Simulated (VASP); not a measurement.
A run of VASP 6.6.1:

File INCAR:

```
  PREC = Accurate
  ENCUT = 500
  EDIFF = 1E-6
  ISMEAR = -1
  SIGMA = 0.1
  LREAL = F
  LASPH = T
  NELM = 120
  ALGO = Normal
  ISIF = 2
  LWAVE = F
  LCHARG = F
  GGA = CA
  NBANDS = 13
  GGA_COMPAT = F
```

The input KPOINTS:

```
regular mesh
0
Gamma
  5 5 5
```

POSCAR

```
Sn
1.0
    0.0000000000      3.8460590000      3.8460590000
    3.8460590000      0.0000000000      3.8460590000
    3.8460590000      3.8460590000      0.0000000000
Sn
1
Direct
    0.5000000000      0.5000000000      0.5000000000
```

Potentials or basis: VASP PAW LDA potentials, release 64 (Sn_d).

Command:

```sh
$ cat potpaw_LDA.64/Sn_d/POTCAR > POTCAR
$ mpirun -np 1 vasp_std > vasp.out
```

Hardware: 1 thread of Intel(R) Xeon(R) Platinum 8259CL CPU @ 2.50GHz (Skylake/Cascade Lake), on a shared host.

Task: Estimate the wall time of this run.

Result: Run time: 11 s on 1 thread of Intel(R) Xeon(R) Platinum 8259CL CPU @ 2.50GHz (Skylake/Cascade Lake) (shared host), peak memory 0.19 GiB. Counts: scf iterations 12, k points 10.
